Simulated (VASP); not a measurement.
# Li (I4_1/amd) in VASP: further runs

Runs on Li. Level: PBE. Tasks: relaxation of shape and atoms at fixed volume.

All numbers are computed with VASP 6.6.1; they aren't measurements. Logs are shortened: lines on timing, memory, paths and dates and some standing lists are left out, and cuts for length are marked.

**1. The cell of the first run**

The structure is tetragonal, space group I4_1/amd (No. 141). Conventional cell: a = 4.721 Å, b = 4.721 Å, c = 2.554 Å, α = 90.00°, β = 90.00°, γ = 90.00°. Li (site symmetry -4m2) has 10 Li at 2.45 to 3.04 Å within 3.2 Å.

**2. Relaxation of shape and atoms at fixed volume, PBE**

The input, INCAR:

```
PREC     = Accurate       # precision mode
ENCUT    = 600            # plane-wave cutoff, eV
EDIFF    = 1E-6           # SCF threshold, eV
ISMEAR   = -1             # smearing method
SIGMA    = 0.08           # smearing width, eV
LREAL    = F              # projectors in reciprocal space
LASPH    = T              # aspherical terms in the spheres
NELM     = 100            # most SCF steps
ALGO     = Normal         # electronic algorithm
ISIF     = 4              # what is computed and relaxed
LWAVE    = F              # write WAVECAR
LCHARG   = F              # write CHGCAR
GGA      = PE             # functional
IBRION   = 2              # ionic algorithm
NSW      = 50             # ionic steps
EDIFFG   = -0.005         # ionic threshold
```

The input, KPOINTS:

```
Automatic mesh
0
Gamma
  15 15 15
```

The input, POSCAR:

```
Li
1.0
   -2.3603403750      2.3603403750      1.2768326980
    2.3603403750     -2.3603403750      1.2768326980
    2.3603403750      2.3603403750     -1.2768326980
Li
2
Direct
   -0.3750000000     -0.1250000000     -0.2500000000
    0.3750000000      0.1250000000      0.2500000000
```

Potentials or basis: VASP PAW PBE potentials, release 64 (Li_sv).

Started as:

```console
$ cat potpaw_PBE.64/Li_sv/POTCAR > POTCAR
$ mpirun -np 1 vasp_std > vasp.out
```

OUTCAR:

```text
PREC = Accurate
   ENCUT = 600
   EDIFF = 1E-6
   ISMEAR = -1
   LREAL = F
   LASPH = T
   NELM = 100
   ISIF = 4
   GGA = PE
   IBRION = 2
   NSW = 50
   EDIFFG = -0.005

 ion  position               nearest neighbor table
   1  0.625  0.875  0.750-   2 2.45   2 2.45   2 2.45   2 2.45
   2  0.375  0.125  0.250-   1 2.45   1 2.45   1 2.45   1 2.45

  LATTYP: Found a body centered tetragonal cell.
 ALAT       =     4.7206807500
 C/A-ratio  =     0.5409527844

  Lattice vectors:

 A1 = (  -2.3603403750,   2.3603403750,   1.2768326980)
 A2 = (   2.3603403750,  -2.3603403750,   1.2768326980)
 A3 = (   2.3603403750,   2.3603403750,  -1.2768326980)

Analysis of symmetry for initial positions (statically):
=====================================================================
 Subroutine PRICEL returns:
 Original cell was already a primitive cell.

 Routine SETGRP: Setting up the symmetry group for a
 body centered tetragonal supercell.

 Subroutine GETGRP returns: Found 16 space group operations
 (whereof  4 operations were pure point group operations)
 out of a pool of 16 trial point group operations.

The static configuration has the point symmetry C_2h.
 The point group associated with its full space group is D_4h.

Analysis of symmetry for dynamics (positions and initial velocities):
=====================================================================
 Subroutine PRICEL returns:
 Original cell was already a primitive cell.

 Routine SETGRP: Setting up the symmetry group for a
 body centered tetragonal supercell.

 Subroutine GETGRP returns: Found 16 space group operations
 (whereof  4 operations were pure point group operations)
 out of a pool of 16 trial point group operations.

The dynamic configuration has the point symmetry C_2h.
 The point group associated with its full space group is D_4h.

 Subroutine INISYM returns: Found 16 space group operations
 (whereof  4 operations are pure point group operations),
 and found     1 'primitive' translations

----------------------------------------------------------------------------------------

                                     Primitive cell

  volume of cell :      28.4540

  direct lattice vectors                    reciprocal lattice vectors
    -2.360340375  2.360340375  1.276832698     0.000000000  0.211833855  0.391593982
     2.360340375 -2.360340375  1.276832698     0.211833855  0.000000000  0.391593982
     2.360340375  2.360340375 -1.276832698     0.211833855  0.211833855  0.000000000

[... 98 lines left out ...]
   ISMEAR =    -1;   SIGMA  =   0.08  broadening in eV -4-tet -1-fermi 0-gaus
   EFERMI_NEDOS =   21; number of points for ismear=-14 and -15
   IALGO  =     38    algorithm
   IMIX   =      4    mixing-type and parameters
     AMIX     =   0.40;   BMIX     =  1.00
     AMIX_MAG =   1.60;   BMIX_MAG =  1.00
  volume/ion in A,a.u.               =      14.23        96.01
  Fermi-wavevector in a.u.,A,eV,Ry     =   0.974415  1.841378 12.918534  0.949485
  Thomas-Fermi vector in A             =   2.104873
   LORBIT       =      0    0 simple, 1 ext, 2 COOP (PROOUT), +10 PAW based schemes
   GGA     = PE    functional components
   LHFCALC =     F    Hartree Fock is set to
   AEXX    =    0.0000 exact exchange contribution
   IVDW    =     0    specifies the selected vdW correction
   LEPSILON=     F    determine dielectric tensor
   LRPA    =     F    only Hartree local field effects (RPA)
 conjugate gradient relaxation of ions
 non-spin polarized calculation
  energy-cutoff  :      600.00
  volume of cell :       28.45
 maximum number of plane-waves:       965
 NGX is ok and might be reduce to    30
   NGX = 15   NGY = 15   NGZ = 15

--------------------------------------- Ionic step        1  -------------------------------------------

 number of electron       5.9999993 magnetization

 Free energy of the ion-electron system (eV)
  ---------------------------------------------------
  ext. energy  EPLUGINS =         0.00000000
  ---------------------------------------------------
  free energy    TOTEN  =        -3.42708546 eV

  energy without entropy =       -3.40836845  energy(sigma->0) =       -3.41772696

------------------------ aborting loop because EDIFF is reached ----------------------------------------

  FORCE on cell =-STRESS in cart. coord.  units (eV):
  Direction    XX          YY          ZZ          XY          YZ          ZX
  --------------------------------------------------------------------------------------
  -------------------------------------------------------------------------------------
  Total        1.4327143      1.4327143      1.4835116      0.0000000      0.0000000      0.0000000
  in kB       80.6727613     80.6727613     83.5330377      0.0000000      0.0000000      0.0000000
  external PRESSURE =      81.6261868 kB  Pullay stress =       0.0000000 kB
[... 59 lines left out ...]
--------------------------------------- Ionic step        3  -------------------------------------------

 number of electron       5.9999993 magnetization

 Free energy of the ion-electron system (eV)
  ---------------------------------------------------
  ext. energy  EPLUGINS =         0.00000000
  ---------------------------------------------------
  free energy    TOTEN  =        -3.42717931 eV

  energy without entropy =       -3.40812846  energy(sigma->0) =       -3.41765388

 E-fermi :   1.7119     XC(G=0):  -7.9668

 val. band max:        1.7053721430   @ k =  -0.3333   0.4000   0.1333
 cond. band min:       1.7165485797   @ k =   0.4000   0.2000   0.0667
 fundamental gap:      0.0111764367
 Fermi energy:         1.7118748741

 k-point     1 :       0.0000    0.0000    0.0000
  band No.  band energies     occupation
      1     -44.4628      2.00000
      2     -44.3252      2.00000
      3      -2.1506      2.00000
      4       6.3629      0.00000
      5       6.3629      0.00000
      6       9.1840      0.00000
      7      13.6538      0.00000
[... 221 lines left out ...]
 k-point    24 :       0.2000    0.1333    0.0000
  band No.  band energies     occupation
      1     -44.4090      2.00000
      2     -44.3170      2.00000
      3      -0.2765      2.00000
      4       6.3987      0.00000
      5       8.4120      0.00000
      6       8.7779      0.00000
      7      10.9304      0.00000

 [... further k-points ...]

------------------------ aborting loop because EDIFF is reached ----------------------------------------

  FORCE on cell =-STRESS in cart. coord.  units (eV):
  Direction    XX          YY          ZZ          XY          YZ          ZX
  --------------------------------------------------------------------------------------
  -------------------------------------------------------------------------------------
  Total        1.4448755      1.4448755      1.4515871     -0.0000000     -0.0000000     -0.0000000
  in kB       81.3575309     81.3575309     81.7354418     -0.0000000     -0.0000000     -0.0000000
  external PRESSURE =      81.4835012 kB  Pullay stress =       0.0000000 kB
[... 17 lines left out ...]
  FREE ENERGIE OF THE ION-ELECTRON SYSTEM (eV)
  ---------------------------------------------------
  free  energy   TOTEN  =        -3.4271793066 eV

  energy  without entropy=       -3.4081284566  energy(sigma->0) =       -3.41765388

 reached required accuracy - stopping structural energy minimisation
```

OSZICAR:

```text
N       E                     dE             d eps       ncg     rms          rms(c)
DAV:   1     0.869599691279E+01    0.86960E+01   -0.36897E+03  4039   0.939E+02
DAV:   2    -0.183882517508E+01   -0.10535E+02   -0.10170E+02  5677   0.726E+01
DAV:   3    -0.335010664051E+01   -0.15113E+01   -0.15011E+01  5236   0.373E+01
[... 14 lines left out ...]
       N       E                     dE             d eps       ncg     rms          rms(c)
DAV:   1    -0.342713919608E+01   -0.16970E-04   -0.14165E-02  4613   0.163E+00    0.856E-02
DAV:   2    -0.342716617025E+01   -0.26974E-04   -0.41000E-05  5726   0.732E-02    0.525E-02
DAV:   3    -0.342717914149E+01   -0.12971E-04   -0.50830E-06  5397   0.222E-02    0.779E-04
DAV:   4    -0.342717930656E+01   -0.16507E-06   -0.41301E-08  2912   0.190E-03
   3 F= -.34271793E+01 E0= -.34176539E+01  d E =-.938422E-04
```

Run time: 72 s. Hardware: 1 thread of AMD EPYC 9R14 (Zen 4), shared host; peak memory 0.16 GiB.

What came out:

```yaml
Free_energy: -3.4272 eV
Energy_gained_by_relaxing: 0.0 meV/atom
Ionic_steps: 3
Pressure_after_relaxing: 8.1 GPa
Band_gap_on_the_k_mesh: zero (bands 3 and 4 overlap by 3.22 eV)
```

Final structure:
```cif
data_structure
_symmetry_space_group_name_H-M 'P 1'
_symmetry_Int_Tables_number 1
_cell_length_a 3.5703
_cell_length_b 3.5703
_cell_length_c 3.5703
_cell_angle_alpha 97.396
_cell_angle_beta 97.396
_cell_angle_gamma 137.948
_cell_volume 28.45
loop_
_atom_site_label
_atom_site_type_symbol
_atom_site_fract_x
_atom_site_fract_y
_atom_site_fract_z
_atom_site_occupancy
Li1 Li 0.62500 0.87500 0.75000 1
Li2 Li 0.37500 0.12500 0.25000 1
```

Caveat: the cutoff is under 1.25 times the usual one of these potentials, so pressure, stress and relaxed cells hold a basis-set (Pulay) error.

**3. Relaxation of shape and atoms at fixed volume, PBE**

This run uses another cell than the first one, of 16.26 Å³/atom.

The input, INCAR:

```
SYSTEM = Li
ALGO = Normal
EDIFF = 1E-6
EDIFFG = -0.005
ENCUT = 600
GGA = PE
IBRION = 2
ISIF = 4
ISMEAR = -1
LASPH = .TRUE.
LCHARG = .FALSE.
LREAL = .FALSE.
LWAVE = .FALSE.
NELM = 80
NSW = 50
PREC = Accurate
SIGMA = 0.08
```

The input, KPOINTS:

```
k-points
0
G
  15 15 15
  0 0 0
```

The input, POSCAR:

```
Li
1.0
   -2.4677734320      2.4677734320      1.3349489094
    2.4677734320     -2.4677734320      1.3349489094
    2.4677734320      2.4677734320     -1.3349489094
Li
2
Direct
   -0.3750000000     -0.1250000000     -0.2500000000
    0.3750000000      0.1250000000      0.2500000000
```

Potentials or basis: VASP PAW PBE potentials, release 64 (Li_sv).

Started as:

```console
$ cat potpaw_PBE.64/Li_sv/POTCAR > POTCAR
$ mpirun -np 1 vasp_std > vasp.out
```

OUTCAR:

```text
SYSTEM = Li
   EDIFF = 1E-6
   EDIFFG = -0.005
   ENCUT = 600
   GGA = PE
   IBRION = 2
   ISIF = 4
   ISMEAR = -1
   LASPH = .TRUE.
   LREAL = .FALSE.
   NELM = 80
   NSW = 50
   PREC = Accurate

 ion  position               nearest neighbor table
   1  0.625  0.875  0.750-   2 2.56   2 2.56   2 2.56   2 2.56
   2  0.375  0.125  0.250-   1 2.56   1 2.56   1 2.56   1 2.56

  LATTYP: Found a body centered tetragonal cell.
 ALAT       =     4.9355468640
 C/A-ratio  =     0.5409527844

  Lattice vectors:

 A1 = (  -2.4677734320,   2.4677734320,   1.3349489094)
 A2 = (   2.4677734320,  -2.4677734320,   1.3349489094)
 A3 = (   2.4677734320,   2.4677734320,  -1.3349489094)

Analysis of symmetry for initial positions (statically):
[... 261 lines left out ...]
 cond. band min:       1.2456681398   @ k =   0.4000   0.2000   0.0667
 fundamental gap:      0.0021321081
 Fermi energy:         1.2435487372

 k-point     1 :       0.0000    0.0000    0.0000
  band No.  band energies     occupation
      1     -45.0893      2.00000
      2     -45.0012      2.00000
      3      -2.4992      2.00000
      4       5.5010      0.00000
      5       5.5010      0.00000
      6       8.1799      0.00000
      7      11.8712      0.00000
[... 221 lines left out ...]
 k-point    24 :       0.2000    0.1333    0.0000
  band No.  band energies     occupation
      1     -45.0549      2.00000
      2     -44.9956      2.00000
      3      -0.6716      2.00000
      4       5.5422      0.00000
      5       7.3865      0.00000
      6       7.6981      0.00000
      7       9.6649      0.00000

 [... further k-points ...]

------------------------ aborting loop because EDIFF is reached ----------------------------------------

  FORCE on cell =-STRESS in cart. coord.  units (eV):
  Direction    XX          YY          ZZ          XY          YZ          ZX
  --------------------------------------------------------------------------------------
  -------------------------------------------------------------------------------------
  Total        0.8159759      0.8159759      0.8179767      0.0000000     -0.0000000      0.0000000
  in kB       40.2024651     40.2024651     40.3010441      0.0000000     -0.0000000      0.0000000
  external PRESSURE =      40.2353248 kB  Pullay stress =       0.0000000 kB
[... 17 lines left out ...]
  FREE ENERGIE OF THE ION-ELECTRON SYSTEM (eV)
  ---------------------------------------------------
  free  energy   TOTEN  =        -3.5830460454 eV

  energy  without entropy=       -3.5639829121  energy(sigma->0) =       -3.57351448

 reached required accuracy - stopping structural energy minimisation
```

OSZICAR:

```text
N       E                     dE             d eps       ncg     rms          rms(c)
DAV:   1     0.816890279112E+01    0.81689E+01   -0.35896E+03  4032   0.916E+02
DAV:   2    -0.184369924473E+01   -0.10013E+02   -0.97289E+01  5621   0.720E+01
DAV:   3    -0.347401151713E+01   -0.16303E+01   -0.16199E+01  5369   0.392E+01
[... 13 lines left out ...]
       N       E                     dE             d eps       ncg     rms          rms(c)
DAV:   1    -0.358303404130E+01   -0.46062E-05   -0.42331E-03  4676   0.892E-01    0.476E-02
DAV:   2    -0.358304228718E+01   -0.82459E-05   -0.12129E-05  5880   0.396E-02    0.292E-02
DAV:   3    -0.358304597249E+01   -0.36853E-05   -0.13048E-06  5138   0.115E-02    0.422E-04
DAV:   4    -0.358304604538E+01   -0.72888E-07   -0.12185E-08  2345   0.111E-03
   3 F= -.35830460E+01 E0= -.35735145E+01  d E =-.275529E-04
```

CONTCAR:

```text
Li
   1.00000000000000
    -2.4655331411963974    2.4655331411963974    1.3373759970292340
     2.4655331411963974   -2.4655331411963974    1.3373759970292340
     2.4655331411963974    2.4655331411963974   -1.3373759970292340
  Li
     2
Direct
     0.6250000000000000    0.8750000000000000    0.7500000000000000
     0.3750000000000000    0.1250000000000000    0.2500000000000000

  0.00000000E+00  0.00000000E+00  0.00000000E+00
  0.00000000E+00  0.00000000E+00  0.00000000E+00
```

Run time: 72 s. Hardware: 1 thread of AMD EPYC 9R14 (Zen 4), shared host; peak memory 0.17 GiB.

What came out:

```
Free energy               : -3.5830 eV
Energy gained by relaxing : 0.0 meV/atom
Ionic steps               : 3
Pressure after relaxing   : 4.0 GPa
Band gap on the k mesh    : zero (bands 3 and 4 overlap by 3.10 eV)
```

Final structure:
```cif
data_structure
_symmetry_space_group_name_H-M 'P 1'
_symmetry_Int_Tables_number 1
_cell_length_a 3.7345
_cell_length_b 3.7345
_cell_length_c 3.7345
_cell_angle_alpha 97.368
_cell_angle_beta 97.368
_cell_angle_gamma 138.031
_cell_volume 32.52
loop_
_atom_site_label
_atom_site_type_symbol
_atom_site_fract_x
_atom_site_fract_y
_atom_site_fract_z
_atom_site_occupancy
Li1 Li 0.62500 0.87500 0.75000 1
Li2 Li 0.37500 0.12500 0.25000 1
```

Levels at points of the mesh, in eV from the Fermi level:
```tsv
k point	band 1	band 2	band 3	band 4	band 5	band 6	band 7
(0.00, 0.00, 0.00)	-46.33	-46.24	-3.74	4.26	4.26	6.94	10.63
```

Caveat: the cutoff is under 1.25 times the usual one of these potentials, so pressure, stress and relaxed cells hold a basis-set (Pulay) error.
